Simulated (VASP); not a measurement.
Crystal: P.

```
P
1.0
     1.65866   -5.50123    0.00000
     1.65866    5.50123    0.00000
     0.00000    0.00000    4.57373
P
4
Direct
  0.90414 0.09586 0.58882
  0.09586 0.90414 0.41118
  0.59586 0.40414 0.08882
  0.40414 0.59586 0.91118
```

Base run:

* Program: VASP 6.6.1
* Functional: r2SCAN
* Potentials or basis: VASP PAW PBE potentials, release 64 (P)
* Cutoff: 520 eV
* k mesh: 8 × 8 × 6
* Occupations: fermi-dirac, width 0.05 eV
* Spin: no spin polarisation

Its results: band gap on the k mesh 0.29 eV; pressure -1.5 GPa; largest force 0.170 eV/Å.

Task: The run is repeated on the same cell with these changes: functional from r2SCAN to PBE; cutoff from 520 eV to 500 eV; dispersion from none to D4. What comes out?

Result: Band gap on the k mesh 0.15 eV; pressure -2.4 GPa; largest force 0.160 eV/Å.

Several settings changed at once.

Caveats: the PAW data sets were made with another functional, which shifts forces and pressure a little (at least some runs).

A k mesh can miss the band edges.
